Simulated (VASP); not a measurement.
Wanted: the native input for a VASP 6.6.1 run.

```yaml
Task: single point
Functional: PBE
Potentials_or_basis: VASP PAW PBE potentials, release 64 (Ca_sv, F)
Cutoff: 520 eV
k_mesh: 4 × 4 × 4
Occupations: gaussian, width 0.1 eV
Spin: no spin polarisation
Dipole_correction: no
Further_INCAR_settings: ALGO = Normal; EDIFF = 1e-06; NBANDS = 26
```

The structure of Ca3F lies in POSCAR:

```
Ca3F
1.0
    4.5322132360      0.0000000000      0.0000000000
    0.0000000000      4.5322132360      0.0000000000
    0.0000000000      0.0000000000      4.5322132360
Ca F
3 1
Direct
    0.0000000000      0.5000000000      0.5000000000
    0.5000000000      0.0000000000      0.5000000000
    0.5000000000      0.5000000000      0.0000000000
    0.0000000000      0.0000000000      0.0000000000
```

The input as run:

INCAR

```
SYSTEM = Ca3F
ALGO = Normal ; EDIFF = 1E-6
ENCUT = 520 ; GGA = PE
ISIF = 2 ; ISMEAR = 0
LASPH = .TRUE. ; LCHARG = .FALSE.
LREAL = .FALSE. ; LWAVE = .FALSE.
NBANDS = 26 ; NELM = 60
PREC = Accurate ; SIGMA = 0.1
```

KPOINTS

```
k-points
0
G
  4 4 4
  0 0 0
```

Potentials or basis: VASP PAW PBE potentials, release 64 (Ca_sv, F).

Command:

```bash
$ cat potpaw_PBE.64/Ca_sv/POTCAR potpaw_PBE.64/F/POTCAR > POTCAR
$ mpirun -np 1 vasp_std > vasp.out
```

It gave:

```
Pressure               : 11.6 GPa
Band gap on the k mesh : zero (an odd number of electrons rules out a gap without spin polarisation)
```

Caveat: the cell stands under pressure; an odd number of electrons without spin polarisation forces a metal; a magnetic or distorted state may lie lower.

It took 12 s on 1 thread of Intel(R) Xeon(R) 6975P-C (Granite Rapids) (shared host), peak memory 0.2 GiB.
